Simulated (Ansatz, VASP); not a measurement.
## Two plane-wave programs on BeTe

File INCAR:

```
ALGO     = Normal         # electronic algorithm
EDIFF    = 1E-6           # SCF threshold, eV
ENCUT    = 600            # plane-wave cutoff, eV
GGA      = PE             # functional
GGA_COMPAT= F            
ISIF     = 2              # what is computed and relaxed
ISMEAR   = 0              # smearing method
IVDW     = 12             # dispersion correction
LASPH    = T              # aspherical terms in the spheres
LCHARG   = T              # write CHGCAR
LELF     = T              # ELF
LREAL    = F              # projectors in reciprocal space
LVHAR    = T            
LWAVE    = F              # write WAVECAR
NBANDS   = 11             # bands
NELM     = 120            # most SCF steps
PREC     = Accurate       # precision mode
SIGMA    = 0.05           # smearing width, eV
```

File KPOINTS:

```
k-points
0
Gamma
  8 8 8
```

The input POSCAR:

```
BeTe
1.0
    0.0000000000      2.7700007385      2.7700007385
    2.7700007385      0.0000000000      2.7700007385
    2.7700007385      2.7700007385      0.0000000000
Be Te
1 1
Direct
    0.0000000000      0.0000000000      0.0000000000
    0.7500000000      0.7500000000      0.7500000000
```

Input for Ansatz:

```yaml
crystal:
  lattice:
    - [0.0, 2.7700007385, 2.7700007385]
    - [2.7700007385, 0.0, 2.7700007385]
    - [2.7700007385, 2.7700007385, 0.0]
  atoms:
    - { symbol: Be, position: [0.0, 0.0, 0.0] }
    - { symbol: Te, position: [0.75, 0.75, 0.75] }
basis:
  ecutwfc: 420
  ecutrho_ratio: 4
kpoints:
  mp_grid: { grid: [8, 8, 8] }
hamiltonian:
  xc: pbe
  dispersion: d3bj
scf:
  occupations: { method: gaussian, width: 0.05 }
output:
  forces: true
  stress: true
  eigenvalues: true
```

Alike in both runs: task single point; functional PBE; dispersion D3(BJ); k mesh 8 × 8 × 8; occupations gaussian, width 0.05 eV; no spin polarisation.

```csv
,VASP,Ansatz
version,VASP 6.6.1,Ansatz 0.2.0
potentials or method,"VASP PAW PBE potentials, release 64 (Be, Te), cutoff 600 eV","scalar-relativistic, plane waves, PAW"
valence electrons in the cell,8,18
```

|  | VASP | Ansatz | Ansatz less VASP |
| --- | --- | --- | --- |
| gap on the k mesh at the Fermi level (eV) | 1.85 | 1.86 | +0.016 |
| least direct gap on the mesh (eV) | 3.56 | 3.59 | +0.022 |
| pressure (GPa) | 1.6 | 1.4 | -0.18 |

VASP's potentials hold 8 valence electrons a cell and Ansatz's 18, so a difference there can come from the potentials and not from the codes.

Spin-orbit coupling is off throughout.
